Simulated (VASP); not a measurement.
**TiN: electric field gradients with PBEsol**

The system is TiN.

```
Ti N
1.0
     0.00000    2.11490    2.11490
     2.11490    0.00000    2.11490
     2.11490    2.11490    0.00000
Ti N
1 1
Cartesian
  0.0000 0.0000 0.0000
  2.1149 2.1149 2.1149
```

This cell differs from its parent crystal: volume scaled by 0.99.

```yaml
Program: VASP 6.6.1
Task: electric field gradients
Functional: PBEsol
Potentials_or_basis: VASP PAW PBE potentials, release 64 (Ti_sv, N)
Cutoff: 520 eV
k_mesh: 17 × 17 × 17
Occupations: fermi-dirac, width 0.05 eV
Spin: no spin polarisation
Dipole_correction: no
Further_INCAR_settings: ALGO = Normal; EDIFF = 1e-08; NBANDS = 16
```

| Property | Result |
| --- | --- |
| Pressure | -4.8 GPa |

Levels at points of the mesh, in eV from the Fermi level:
```tsv
k point	band 6	band 7	band 8	band 9	band 10	band 11	band 12	band 13
(0.00, 0.00, 0.00)	-2.02	-2.02	-2.02	-0.63	-0.63	-0.63	0.58	0.58
```

Wall time 39 s on 1 thread of AMD EPYC 9R45 96-Core Processor (Zen 5) (shared host), peak memory 0.14 GiB.

Caveat: without QUAD_EFG the Cq values of the log hold for a quadrupole moment of 1 mb, not for the nuclei; the PAW data sets were made with another functional, which shifts forces and pressure a little.
